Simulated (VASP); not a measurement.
Write the native input for VASP 6.6.1 that does the following.

```
Task                   : single point
Functional             : PBE
Potentials or basis    : VASP PAW PBE potentials, release 64 (Lu)
Cutoff                 : 520 eV
k mesh                 : 14 × 14 × 8
Occupations            : fermi-dirac, width 0.05 eV
Spin                   : no spin polarisation
Dipole correction      : no
Further INCAR settings : ALGO = Normal; EDIFF = 1e-06; NBANDS = 32
```

The structure of Lu lies in POSCAR:

```
Lu
1.0
    2.5757012692      0.0000000000      0.0000000000
   -1.2878506346      2.2306227317      0.0000000000
    0.0000000000      0.0000000000      4.3558218009
Lu
2
Direct
    0.3333333333      0.6666666667      0.2500000000
    0.6666666667      0.3333333333      0.7500000000
```

One way to write it, as run:

INCAR

```
SYSTEM = Lu
PREC = Accurate
ENCUT = 520
EDIFF = 1E-6
ISMEAR = -1
SIGMA = 0.05
LREAL = .False.
LASPH = .True.
NELM = 80
ALGO = Normal
ISIF = 2
LWAVE = .False.
LCHARG = .False.
GGA = PE
NBANDS = 32
```

KPOINTS

```
regular mesh
0
Gamma
  14 14 8
  0 0 0
```

Potentials or basis: VASP PAW PBE potentials, release 64 (Lu).

Launch:

```sh
$ cat potpaw_PBE.64/Lu/POTCAR > POTCAR
$ mpirun -np 1 vasp_std > vasp.out
```

It gave:

```yaml
Pressure: 165.0 GPa
Band_gap_on_the_k_mesh: zero (bands 25 and 26 overlap by 3.61 eV)
```

Caveat: the cell stands under pressure; spin-orbit coupling is left out, which moves the levels of the heavy elements.

It took 2.3 min on 1 thread of Intel Xeon 8259CL, with other jobs on the host, peak memory 0.21 GiB.
